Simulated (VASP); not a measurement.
Here is a VASP 6.6.1 calculation.

File INCAR:

```
ALGO     = Normal         # electronic algorithm
EDIFF    = 1E-6           # SCF threshold, eV
ENCUT    = 520            # plane-wave cutoff, eV
GGA      = PE             # functional
ISIF     = 2              # what is computed and relaxed
ISMEAR   = 0              # smearing method
LASPH    = T              # aspherical terms in the spheres
LCHARG   = T              # write CHGCAR
LELF     = T              # ELF
LREAL    = F              # projectors in reciprocal space
LVHAR    = T            
LWAVE    = F              # write WAVECAR
NBANDS   = 21             # bands
NELM     = 60             # most SCF steps
PREC     = Accurate       # precision mode
SIGMA    = 0.1            # smearing width, eV
```

The input KPOINTS:

```
k-points
0
Gamma
  6 6 2
```

Contents of POSCAR:

```
Al3Sb2P
1.0
    3.3402633592      0.0000000000      0.0000000000
    0.0000000000      3.3402633592      0.0000000000
    0.0000000000      0.0000000000     10.6701184964
Al Sb P
3 2 1
Direct
    0.5000000000      0.5000000000      0.1263312379
    0.5000000000      0.5000000000      0.5000000000
    0.5000000000      0.5000000000      0.8736687621
    0.0000000000      0.0000000000      0.3200375449
    0.0000000000      0.0000000000      0.6799624551
    0.0000000000      0.0000000000      0.0000000000
```

Potentials or basis: VASP PAW PBE potentials, release 64 (Al, Sb, P).

Run with:

```sh
$ cat potpaw_PBE.64/Al/POTCAR potpaw_PBE.64/Sb/POTCAR potpaw_PBE.64/P/POTCAR > POTCAR
$ mpirun -np 1 vasp_std > vasp.out
```

Task: Predict the largest force.

Result: 0.005 eV/Å.

Task: What does it give for the pressure?

Result: 0.1 GPa.

Task: What does it give for the band gap on the k mesh?

Result: Zero (band 12 reaches 10.34 eV, above the bottom of band 13 at 6.63 eV).

Forces on the atoms (eV/Å):
```
Al   0.000  0.000 -0.005
Al   0.000  0.000  0.000
Al   0.000  0.000  0.005
Sb   0.000  0.000  0.004
Sb   0.000  0.000 -0.004
P    0.000  0.000  0.000
```

Caveat: spin-orbit coupling is left out, which moves the levels of the heavy elements.
